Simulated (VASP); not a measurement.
Ca, 4 atoms in the cell. It takes space group P6_3/mmc (No. 194, hexagonal). The conventional cell has a = 3.955 Å, b = 3.955 Å, c = 12.985 Å, α = 90.00°, β = 90.00°, γ = 120.00°. Ca (site symmetry -3m) has 12 Ca at 3.95 to 3.97 Å within 5.2 Å. Within 5.2 Å of Ca (site symmetry -6m2) lie 12 Ca at 3.95 to 3.97 Å. This isn't the form of Ca at room conditions, which is fcc.

| Property | Result |
| --- | --- |
| Program | VASP 6.6.1 |
| Task | single point |
| Functional | PBEsol |
| Potentials or basis | VASP PAW PBE potentials, release 64 (Ca_sv) |
| Cutoff | 520 eV |
| k mesh | 11 × 11 × 3 |
| Occupations | fermi-dirac, width 0.1 eV |
| Spin | no spin polarisation |
| Dipole correction | no |
| Further INCAR settings | ALGO = Normal; EDIFF = 1e-07; NBANDS = 28 |

Potentials or basis: VASP PAW PBE potentials, release 64 (Ca_sv).

Run with:

```sh
$ cat potpaw_PBE.64/Ca_sv/POTCAR > POTCAR
$ mpirun -np 1 vasp_std > vasp.out
```

Hardware: 1 thread of Oxide Virtual Turin-like Processor, on a shared host.

Question: How long does it take, and how much memory?

Answer: It took 4.4 min on 1 thread of Oxide Virtual Turin-like Processor, with other jobs on the host, peak memory 0.31 GiB. Counts: scf iterations 14, k points 32.
